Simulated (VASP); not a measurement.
# La2O3 (P-3m1) in VASP: a series of runs, part 2 of 2

VASP 6.6.1. Earlier steps stand in the parts before.

### 3 Relaxation of cell and atoms, RPBE

This run uses another cell than the first one, of 16.36 Å³/atom.

Input file INCAR:

```
ALGO = Normal
EDIFF = 1E-6
EDIFFG = -0.01
ENCUT = 600
GGA = RP
IBRION = 2
ISIF = 3
ISMEAR = 0
LASPH = True
LCHARG = False
LREAL = False
LWAVE = False
NELM = 60
NSW = 80
PREC = Accurate
SIGMA = 0.01
```

Input file KPOINTS:

```
k-points
0
Gamma
  6 6 4
```

Input file POSCAR:

```
La2O3
1.0
    3.9307778800      0.0000000000      0.0000000000
   -1.9653889400      3.4041535000      0.0000000000
    0.0000000000      0.0000000000      6.1119535200
La O
2 3
Direct
    0.6666666667      0.3333333333      0.7537643200
    0.3333333333      0.6666666667      0.2462356800
    0.6666666667      0.3333333333      0.3541093500
    0.3333333333      0.6666666667      0.6458906500
    0.0000000000      0.0000000000      0.0000000000
```

Potentials or basis: VASP PAW PBE potentials, release 64 (La, O).

On the command line:

```sh
$ cat potpaw_PBE.64/La/POTCAR potpaw_PBE.64/O/POTCAR > POTCAR
$ mpirun -np 1 vasp_std > vasp.out
```

OUTCAR:

```text
EDIFF = 1E-6
   EDIFFG = -0.01
   ENCUT = 600
   GGA = RP
   IBRION = 2
   ISIF = 3
   ISMEAR = 0
   LASPH = True
   LREAL = False
   NELM = 60
   NSW = 80
   PREC = Accurate

 ion  position               nearest neighbor table
   1  0.667  0.333  0.754-   4 2.36   4 2.36   4 2.36   3 2.44   5 2.72   5 2.72   5 2.72
   2  0.333  0.667  0.246-   3 2.36   3 2.36   3 2.36   4 2.44   5 2.72   5 2.72   5 2.72
   3  0.667  0.333  0.354-   2 2.36   2 2.36   2 2.36   1 2.44
   4  0.333  0.667  0.646-   1 2.36   1 2.36   1 2.36   2 2.44
   5  0.000  0.000  0.000-   2 2.72   1 2.72   2 2.72   1 2.72   1 2.72   2 2.72

  LATTYP: Found a hexagonal cell.
 ALAT       =     3.9307778800
 C/A-ratio  =     1.5548966913

  Lattice vectors:

 A1 = (   3.9307778800,   0.0000000000,   0.0000000000)
 A2 = (  -1.9653889400,   3.4041535000,   0.0000000000)
 A3 = (   0.0000000000,   0.0000000000,   6.1119535200)

[... 948 lines left out ...]
  energy  without entropy=      -39.9074119568  energy(sigma->0) =      -39.90741196

[... ionic steps 4 to 7 ...]

--------------------------------------- Ionic step        8  -------------------------------------------

 number of electron      39.9999997 magnetization

------------------------ aborting loop because EDIFF is reached ----------------------------------------
[... 73 lines left out ...]
--------------------------------------- Ionic step       10  -------------------------------------------

 number of electron      39.9999997 magnetization

 Free energy of the ion-electron system (eV)
  ---------------------------------------------------
  ext. energy  EPLUGINS =         0.00000000
  ---------------------------------------------------
  free energy    TOTEN  =       -39.91515120 eV

  energy without entropy =      -39.91515120  energy(sigma->0) =      -39.91515120

 E-fermi :   5.7765     XC(G=0): -10.0381

 val. band max:        5.7217723221   @ k =   0.5000   0.0000   0.5000
 cond. band min:       9.6156647592   @ k =   0.5000   0.0000   0.0000
 fundamental gap:      3.8938924371
 Fermi energy:         5.7765010362

 k-point     1 :       0.0000    0.0000    0.0000
  band No.  band energies     occupation
      1     -24.2648      2.00000
      2     -24.0771      2.00000
      3     -11.1453      2.00000
      4      -9.9926      2.00000
      5      -9.4964      2.00000
      6      -7.7206      2.00000
[... 669 lines left out ...]
  FREE ENERGIE OF THE ION-ELECTRON SYSTEM (eV)
  ---------------------------------------------------
  free  energy   TOTEN  =       -39.9151512020 eV

  energy  without entropy=      -39.9151512020  energy(sigma->0) =      -39.91515120

 reached required accuracy - stopping structural energy minimisation
```

OSZICAR:

```text
N       E                     dE             d eps       ncg     rms          rms(c)
DAV:   1     0.496039117870E+03    0.49604E+03   -0.17163E+04  1168   0.284E+03
DAV:   2     0.106099105645E+03   -0.38994E+03   -0.38401E+03  1680   0.418E+02
[... 89 lines left out ...]
DAV:   1    -0.399148609696E+02    0.23833E-03   -0.88368E-02  1480   0.214E+00    0.588E-02
DAV:   2    -0.399151837440E+02   -0.32277E-03   -0.38929E-03  1744   0.669E-01    0.314E-02
DAV:   3    -0.399151621382E+02    0.21606E-04   -0.16644E-04  2136   0.130E-01    0.185E-02
DAV:   4    -0.399151495592E+02    0.12579E-04   -0.85416E-05  2040   0.842E-02    0.641E-03
DAV:   5    -0.399151507578E+02   -0.11986E-05   -0.14693E-05  1760   0.331E-02    0.372E-03
DAV:   6    -0.399151512020E+02   -0.44423E-06   -0.18170E-06   944   0.139E-02
  10 F= -.39915151E+02 E0= -.39915151E+02  d E =-.151224E-03
```

CONTCAR:

```text
La2O3
   1.00000000000000
     3.9585921397684829   -0.0000000000000000   -0.0000000000000000
    -1.9792960698842414    3.4282413555320814    0.0000000000000000
    -0.0000000000000000    0.0000000000000000    6.2765844013991154
  La              O
     2     3
Direct
     0.6666666667000030    0.3333333332999970    0.7514253104011670
     0.3333333332999970    0.6666666667000030    0.2485746895988329
     0.6666666667000030    0.3333333332999970    0.3548519116325385
     0.3333333332999970    0.6666666667000030    0.6451480883674615
     0.0000000000000000    0.0000000000000000    0.0000000000000000

  0.00000000E+00  0.00000000E+00  0.00000000E+00
  0.00000000E+00  0.00000000E+00  0.00000000E+00
  0.00000000E+00  0.00000000E+00  0.00000000E+00
  0.00000000E+00  0.00000000E+00  0.00000000E+00
  0.00000000E+00  0.00000000E+00  0.00000000E+00
```

It took 6.1 min on 1 thread of Intel Xeon Platinum 8488C (Sapphire Rapids), shared host; peak memory 0.26 GiB.

What came out:

| Property | Result |
| --- | --- |
| Free energy | -39.9152 eV |
| Relaxed volume | 17.04 Å³/atom |
| Relaxed cell | a = 3.959 Å, b = 3.959 Å, c = 6.277 Å, α = 90.00°, β = 90.00°, γ = 120.00° |
| Space group after relaxing (to 0.1 Å) | P-3m1 (No. 164) |
| Energy gained by relaxing | 9.5 meV/atom |
| Ionic steps | 10 |
| Pressure after relaxing | 0.1 GPa |
| Largest force after relaxing | 0.003 eV/Å |
| Band gap on the k mesh | 3.89 eV (least direct gap 4.08 eV) |

Forces on the atoms (eV/Å):
```
La   0.000  0.000 -0.003
La   0.000  0.000  0.003
O    0.000  0.000  0.001
O    0.000  0.000 -0.001
O    0.000  0.000  0.000
```

Step by step:
```csv
step,energy change (eV),largest force (eV/Å),pressure (GPa),volume (Å³)
1,0.0000,0.0384,4.51,81.78
2,-0.0099,0.4382,-3.47,87.36
3,-0.0398,0.2282,-0.01,84.70
4,-0.0449,0.0513,-0.02,84.98
5,-0.0458,0.0611,-0.01,85.14
6,-0.0469,0.0455,-0.02,85.19
7,-0.0473,0.0313,-0.02,85.23
8,-0.0473,0.0297,-0.02,85.24
9,-0.0474,0.0184,0.02,85.21
10,-0.0475,0.0032,0.07,85.18
```

Final structure:
```cif
data_structure
_symmetry_space_group_name_H-M 'P 1'
_symmetry_Int_Tables_number 1
_cell_length_a 3.9586
_cell_length_b 3.9586
_cell_length_c 6.2766
_cell_angle_alpha 90.000
_cell_angle_beta 90.000
_cell_angle_gamma 120.000
_cell_volume 85.18
loop_
_atom_site_label
_atom_site_type_symbol
_atom_site_fract_x
_atom_site_fract_y
_atom_site_fract_z
_atom_site_occupancy
La1 La 0.66667 0.33333 0.75143 1
La2 La 0.33333 0.66667 0.24857 1
O1 O 0.66667 0.33333 0.35485 1
O2 O 0.33333 0.66667 0.64515 1
O3 O 0.00000 0.00000 0.00000 1
```

Caveat: the PAW data sets were made with another functional, which shifts forces and pressure a little; spin-orbit coupling is left out, which moves the levels of the heavy elements. A k mesh can miss the band edges.

### 4 Relaxation of cell and atoms, r2SCAN+D4

This run uses another cell than the first one, of 16.36 Å³/atom.

POSCAR is that of step 3.

Input file INCAR.step1:

```
SYSTEM = La2O3
PREC     = Accurate       ! precision mode
ENCUT    = 600            ! plane-wave cutoff, eV
ISMEAR   = 0              ! smearing method
SIGMA    = 0.01           ! smearing width, eV
LREAL    = .FALSE.        ! projectors in reciprocal space
LASPH    = .TRUE.         ! aspherical terms in the spheres
NELM     = 60             ! most SCF steps
GGA      = PE             ! functional
ALGO     = Normal         ! electronic algorithm
EDIFF    = 1E-4           ! SCF threshold, eV
LWAVE    = .TRUE.         ! write WAVECAR
LCHARG   = .FALSE.        ! write CHGCAR
```

Input file INCAR.step2:

```
SYSTEM = La2O3
PREC     = Accurate       ! precision mode
ENCUT    = 600            ! plane-wave cutoff, eV
EDIFF    = 1E-7           ! SCF threshold, eV
ISMEAR   = 0              ! smearing method
SIGMA    = 0.01           ! smearing width, eV
LREAL    = .FALSE.        ! projectors in reciprocal space
LASPH    = .TRUE.         ! aspherical terms in the spheres
NELM     = 60             ! most SCF steps
ALGO     = Normal         ! electronic algorithm
ISIF     = 3              ! what is computed and relaxed
LWAVE    = .FALSE.        ! write WAVECAR
LCHARG   = .FALSE.        ! write CHGCAR
METAGGA  = R2SCAN         ! meta-GGA
LMIXTAU  = .TRUE.       
IVDW     = 13             ! dispersion correction
VDW_S6   = 1.0          
VDW_S8   = 0.6018749    
VDW_A1   = 0.51559235   
VDW_A2   = 5.77342911   
IBRION   = 2              ! ionic algorithm
NSW      = 80             ! ionic steps
EDIFFG   = -0.01          ! ionic threshold
ISTART   = 1
```

Input file KPOINTS:

```
regular mesh
0
G
  6 6 4
  0 0 0
```

On the command line:

```sh
$ cat potpaw_PBE.64/La/POTCAR potpaw_PBE.64/O/POTCAR > POTCAR
$ cp INCAR.step1 INCAR
$ mpirun -np 1 vasp_std > vasp.out
$ cp INCAR.step2 INCAR
$ mpirun -np 1 vasp_std > vasp.out
```

Wall time 31 min (1 thread of Intel Xeon Platinum 8488C (Sapphire Rapids), shared host); peak memory 0.29 GiB.

Results (log left out):

| Item | Value |
| --- | --- |
| Free energy | -96.5322 eV |
| Relaxed volume | 16.23 Å³/atom |
| Relaxed cell | a = 3.924 Å, b = 3.924 Å, c = 6.085 Å, α = 90.00°, β = 90.00°, γ = 120.00° |
| Space group after relaxing (to 0.1 Å) | P-3m1 (No. 164) |
| Energy gained by relaxing | 0.4 meV/atom |
| Ionic steps | 9 |
| Pressure after relaxing | 0.0 GPa |
| Band gap on the k mesh | 4.24 eV (least direct gap 4.36 eV) |
| Dispersion energy per atom | -0.093 eV |

Forces on the atoms (eV/Å):
```
La   0.000  0.000  0.002
La   0.000  0.000 -0.002
O    0.000  0.000 -0.001
O    0.000  0.000  0.001
O    0.000  0.000  0.000
```

The path:
```
step  energy change (eV)  largest force (eV/Å)  pressure (GPa)  volume (Å³)
   1              0.0000                0.0193           -0.94        81.78
   2              0.0003                0.1124            1.05        80.65
   3             -0.0017                0.0547            0.01        81.23
   4             -0.0018                0.0158            0.01        81.18
   5             -0.0018                0.0187            0.02        81.17
   6             -0.0019                0.0137           -0.04        81.18
   7             -0.0019                0.0119           -0.06        81.19
   8             -0.0019                0.0068           -0.11        81.21
   9             -0.0019                0.0022           -0.04        81.16
```

Final structure:
```
La O
1.0
     3.92432    0.00000    0.00000
    -1.96216    3.39856    0.00000
     0.00000    0.00000    6.08548
La O
2 3
Direct
  0.66667 0.33333 0.75438
  0.33333 0.66667 0.24562
  0.66667 0.33333 0.35345
  0.33333 0.66667 0.64655
  0.00000 0.00000 0.00000
```

Levels at points of the mesh, in eV from the valence-band top:
| k point | band 18 | band 19 | band 20 | band 21 | band 22 | band 23 |
| --- | --- | --- | --- | --- | --- | --- |
| (0.00, 0.00, 0.00) | -0.40 | -0.40 | -0.13 | 4.82 | 5.12 | 5.12 |
| (0.50, 0.00, 0.00) | -0.69 | -0.43 | -0.31 | 4.31 | 5.29 | 5.81 |
| (0.00, 0.00, 0.50) | -0.79 | -0.30 | -0.30 | 5.26 | 5.28 | 5.28 |
| (0.50, 0.00, 0.50) | -0.72 | -0.38 | 0.00 | 4.95 | 5.11 | 5.75 |

Caveat: the PAW data sets were made with another functional, which shifts forces and pressure a little; spin-orbit coupling is left out, which moves the levels of the heavy elements.

### 5 The runs side by side

| task | level | cell | cutoff (eV) | gap on the mesh (eV) | pressure (GPa) | relaxed volume (Å³/atom) |
| --- | --- | --- | --- | --- | --- | --- |
| single point | r2SCAN | a = 3.936, b = 3.936, c = 6.125 Å, angles 90.0, 90.0, 120.0°, 5 atoms | 520 | 4.24 | -0.4 | - |
| relaxation of cell and atoms | RPBE | relaxed from a = 3.931, b = 3.931, c = 6.112 Å, angles 90.0, 90.0, 120.0°, 5 atoms | 600 | 3.89 | 0.1 | 17.04 |
| relaxation of cell and atoms | r2SCAN+D4 | relaxed from a = 3.931, b = 3.931, c = 6.112 Å, angles 90.0, 90.0, 120.0°, 5 atoms | 600 | 4.24 | 0.0 | 16.23 |

Alike in all rows: potentials or basis VASP PAW PBE potentials, release 64 (La, O); no spin polarisation; k mesh 6 × 6 × 4; smearing gaussian 0.01 eV.

Caveats: the PAW data sets were made with another functional, which shifts forces and pressure a little; spin-orbit coupling is left out, which moves the levels of the heavy elements.

Absolute energies hang on the potentials; compare differences alone.
